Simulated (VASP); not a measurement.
**C: single point with b88 exchange, pbe correlation**

Crystal: C.

```
C
1.0
     0.00000    1.81835    1.81835
     1.81835    0.00000    1.81835
     1.81835    1.81835    0.00000
C
2
Direct
  0.75000 0.75000 0.75000
  0.50000 0.50000 0.50000
```

- Program: VASP 6.6.1
- Task: single point
- Functional: b88 exchange, pbe correlation
- Potentials or basis: VASP PAW PBE potentials, release 64 (C)
- Cutoff: 600 eV
- k mesh: 13 × 13 × 13
- Occupations: fermi-dirac, width 0.05 eV
- Spin: no spin polarisation
- Dipole correction: no
- Further INCAR settings: ALGO = Normal; EDIFF = 1e-06; NBANDS = 11

```json
{"Pressure": "-20.9 GPa", "Band gap on the k mesh": "4.02 eV (least direct gap 5.45 eV)"}
```

Levels at points of the mesh, in eV from the valence-band top:
```csv
k point,band 2,band 3,band 4,band 5,band 6,band 7
"(0.00, 0.00, 0.00)",0.00,0.00,0.00,5.45,5.45,5.45
```

Run time: 7.8 s on 1 thread of Intel(R) Xeon(R) Platinum 8488C (Sapphire Rapids), with other jobs on the host, peak memory 0.13 GiB.

Caveat: the cell stands under tension; the PAW data sets were made with another functional, which shifts forces and pressure a little; an odd mesh through Γ misses points on the zone boundary, where band edges can lie.
